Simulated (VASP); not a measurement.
**CoO: relaxation of cell and atoms with RPBE+D3(BJ)**

Crystal: CoO.

```
Co O
1.0
     0.00000    2.13150    2.13150
     2.13150    0.00000    2.13150
     2.13150    2.13150    0.00000
Co O
1 1
Cartesian
  0.0000 0.0000 0.0000
  2.1315 2.1315 2.1315
```

* Program: VASP 6.6.1
* Task: relaxation of cell and atoms
* Functional: RPBE
* Dispersion: D3(BJ)
* Potentials or basis: VASP PAW PBE potentials, release 64 (Co, O)
* Cutoff: 600 eV
* k mesh: 11 × 11 × 11
* Occupations: fermi-dirac, width 0.05 eV
* Spin: collinear spin, ferromagnetic start
* Starting moments: [2.0, 0.0] μB
* Dipole correction: no
* Further INCAR settings: ALGO = Normal; EDIFF = 1e-06; IBRION = 2; EDIFFG = -0.02; NSW = 80; ISIF = 3

* Relaxed volume: 8.78 Å³/atom
* Relaxed cell: a = 2.917 Å, b = 2.917 Å, c = 2.917 Å, α = 60.00°, β = 60.00°, γ = 60.00°
* Space group after relaxing (to 0.05 Å): Fm-3m (No. 225)
* Energy gained by relaxing: -129.9 meV/atom
* Ionic steps: 4
* Pressure after relaxing: -0.4 GPa
* Net moment: 2.45 μB per cell
* Site moments: Co +2.23; O +0.19 μB
* Valence electrons inside the program's atomic spheres: Co 7.99; O 5.03
* Dispersion energy per atom: -1.055 eV

The path:
| step | energy change (eV) | largest force (eV/Å) | pressure (GPa) | volume (Å³) |
| --- | --- | --- | --- | --- |
| 1 | 0.0000 | 0.0000 | -17.25 | 19.37 |
| 2 | 0.2925 | 0.0000 | 12.13 | 16.59 |
| 3 | 0.2600 | 0.0000 | -0.50 | 17.60 |
| 4 | 0.2599 | 0.0000 | -0.35 | 17.56 |

Final structure:
```
Co O
1.0
     0.00000    2.06290    2.06290
     2.06290    0.00000    2.06290
     2.06290    2.06290    0.00000
Co O
1 1
Direct
  0.00000 0.00000 0.00000
  0.50000 0.50000 0.50000
```

Levels at points of the mesh, in eV from the Fermi level:
Spin up:
| k point | band 6 | band 7 | band 8 | band 9 | band 10 | band 11 | band 12 |
| --- | --- | --- | --- | --- | --- | --- | --- |
| (0.00, 0.00, 0.00) | -3.13 | -2.99 | -2.99 | -2.99 | 1.60 | 17.23 | 19.00 |
Spin down:
```
           k point  band 2  band 3  band 4  band 5  band 6  band 7  band 8  band 9  band 10  band 11
(0.00, 0.00, 0.00)   -3.20   -3.20   -3.20   -1.34   -1.34   -1.34   -0.02   -0.02     2.03    17.10
```

Wall time 68 s on 1 thread of Intel(R) Xeon(R) Platinum 8488C (Sapphire Rapids), with other jobs on the host, peak memory 0.18 GiB.

Caveat: the PAW data sets were made with another functional, which shifts forces and pressure a little; a cell with one magnetic atom can't hold antiferromagnetic order, which such compounds often take; semilocal functionals often make such compounds metallic where correlation or magnetic order opens a gap, which also shifts bond lengths; pairwise dispersion overbinds metals, which lowers pressure and volume. With open d or f shells a metallic result of RPBE can be an artefact of self-interaction; +U or a hybrid may open a gap.
